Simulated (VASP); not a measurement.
# W: single point with LDA

Crystal: W.

```
CELL_PARAMETERS angstrom
0.00000 1.80163 2.03000
2.03000 0.00000 2.03000
2.03000 1.80163 0.00000
ATOMIC_POSITIONS crystal
W 0.00000 0.00000 0.00000
```

This cell differs from its parent crystal: strain -0.1125 x Voigt [0, 1, 0, 0, 0, 0].

```yaml
Program: VASP 6.6.1
Task: single point
Functional: LDA
Potentials_or_basis: VASP PAW LDA potentials, release 64 (W_sv)
Cutoff: 520 eV
k_mesh: 20 × 20 × 20
Occupations: gaussian, width 0.15 eV
Spin: no spin polarisation
Dipole_correction: no
Further_INCAR_settings: ALGO = Normal; EDIFF = 1e-07; NBANDS = 13
```

```json
{
  "Pressure": "20.7 GPa",
  "Band gap on the k mesh": "zero (band 7 reaches 17.41 eV, above the bottom of band 8 at 11.16 eV)"
}
```

Stress tensor (GPa, compression positive):
```
31.22  0.00  0.00
 0.00 -0.20  0.00
 0.00  0.00 31.22
```

Levels at points of the mesh, in eV from the Fermi level:
```
           k point  band 4  band 5  band 6  band 7  band 8  band 9  band 10  band 11
(0.00, 0.00, 0.00)  -37.11   -9.72   -1.47   -1.47    0.16    1.18     3.42    12.91
(0.50, 0.00, 0.00)  -37.21   -6.47   -2.30   -0.20    0.89    4.66     6.06    11.72
(0.50, 0.50, 0.00)  -37.46   -6.55   -5.24    2.69    4.95    5.22     7.00    11.96
(0.50, 0.00, 0.50)  -37.93   -6.49   -5.77    5.29    5.33    6.25     6.25    11.21
```

Wall time 54 s on 1 thread of AMD EPYC 9R45 96-Core Processor (Zen 5), with other jobs on the host, peak memory 0.19 GiB.

Caveat: the cell differs from its parent crystal (strain -0.1125 x Voigt [0, 1, 0, 0, 0, 0]); spin-orbit coupling is left out, which moves the levels of the heavy elements.
